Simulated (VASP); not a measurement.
A run of VASP 6.6.1 is set up as follows.

File POSCAR:

```
MgRh
1.0
    3.1500155890      0.0000000000      0.0000000000
    0.0000000000      3.1500155890      0.0000000000
    0.0000000000      0.0000000000      3.1500155890
Mg Rh
1 1
Direct
    0.0000000000      0.0000000000      0.0000000000
    0.5000000000      0.5000000000      0.5000000000
```

File INCAR.step1:

```
PREC = Accurate ; ENCUT = 520
ISMEAR = 1 ; SIGMA = 0.15
LREAL = F ; LASPH = T
NELM = 60 ; NBANDS = 16
GGA = PE ; ALGO = Normal
EDIFF = 1E-4 ; LWAVE = T
LCHARG = F
```

The input INCAR.step2:

```
PREC = Accurate ; ENCUT = 520
EDIFF = 1E-6 ; ISMEAR = 1
SIGMA = 0.15 ; LREAL = F
LASPH = T ; NELM = 60
ALGO = Normal ; ISIF = 2
LWAVE = F ; LCHARG = F
METAGGA = R2SCAN ; LMIXTAU = T
NBANDS = 16 ; ISTART = 1
```

File KPOINTS:

```
Automatic mesh
0
Gamma
  7 7 7
```

Potentials or basis: VASP PAW PBE potentials, release 64 (Mg, Rh_pv).

The run is started by

```console
$ cat potpaw_PBE.64/Mg/POTCAR potpaw_PBE.64/Rh_pv/POTCAR > POTCAR
$ cp INCAR.step1 INCAR
$ mpirun -np 1 vasp_std > vasp.out
$ cp INCAR.step2 INCAR
$ mpirun -np 1 vasp_std > vasp.out
```

Task: Estimate the pressure.

Result: -6.6 GPa.

Caveat: the PAW data sets were made with another functional, which shifts forces and pressure a little.
